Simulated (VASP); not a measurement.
Set up this calculation in VASP 6.6.1, as the native input.

```
Task                   : single point
Functional             : r2SCAN
Potentials or basis    : VASP PAW PBE potentials, release 64 (K_sv, Mg, F)
Cutoff                 : 520 eV
k mesh                 : 6 × 6 × 6
Occupations            : gaussian, width 0.01 eV
Spin                   : no spin polarisation
Dipole correction      : no
Further INCAR settings : ALGO = Normal; EDIFF = 1e-07; NBANDS = 24
```

Crystal: KMgF3.

```
CELL_PARAMETERS angstrom
4.01965 0.00000 0.00000
0.00000 4.01965 0.00000
0.00000 0.00000 4.01965
ATOMIC_POSITIONS crystal
K 0.50000 0.50000 0.50000
Mg 0.00000 0.00000 0.00000
F 0.50000 0.00000 0.00000
F 0.00000 0.50000 0.00000
F 0.00000 0.00000 0.50000
```

This cell differs from its parent crystal: volume changed by +3%.

These files were run (other wordings do the same):

POSCAR

```
KMgF3
1.0
    4.0196463986      0.0000000000      0.0000000000
    0.0000000000      4.0196463986      0.0000000000
    0.0000000000      0.0000000000      4.0196463986
K Mg F
1 1 3
Direct
    0.5000000000      0.5000000000      0.5000000000
    0.0000000000      0.0000000000      0.0000000000
    0.5000000000      0.0000000000      0.0000000000
    0.0000000000      0.5000000000      0.0000000000
    0.0000000000      0.0000000000      0.5000000000
```

INCAR.step1

```
  ALGO = Normal
  EDIFF = 1E-4
  ENCUT = 520
  GGA = PE
  ISMEAR = 0
  LASPH = True
  LCHARG = False
  LREAL = False
  LWAVE = True
  NBANDS = 24
  NELM = 60
  PREC = Accurate
  SIGMA = 0.01
```

INCAR.step2

```
  ALGO = Normal
  EDIFF = 1E-7
  ENCUT = 520
  ISIF = 2
  ISMEAR = 0
  ISTART = 1
  LASPH = True
  LCHARG = True
  LELF = True
  LMIXTAU = True
  LREAL = False
  LVHAR = True
  LWAVE = False
  METAGGA = R2SCAN
  NBANDS = 24
  NELM = 60
  PREC = Accurate
  SIGMA = 0.01
```

KPOINTS

```
k-points
0
Gamma
  6 6 6
```

Potentials or basis: VASP PAW PBE potentials, release 64 (K_sv, Mg, F).

Launch:

```bash
$ cat potpaw_PBE.64/K_sv/POTCAR potpaw_PBE.64/Mg/POTCAR potpaw_PBE.64/F/POTCAR > POTCAR
$ cp INCAR.step1 INCAR
$ mpirun -np 1 vasp_std > vasp.out
$ cp INCAR.step2 INCAR
$ mpirun -np 1 vasp_std > vasp.out
```

Results of the run:

The pressure is -2.7 GPa. The band gap on the k mesh is 8.05 eV, indirect (least direct gap 8.37 eV).

Caveat: the PAW data sets were made with another functional, which shifts forces and pressure a little.

Run time: 3.1 min on 1 thread of AMD EPYC 7R13, with other jobs on the host, peak memory 0.16 GiB.
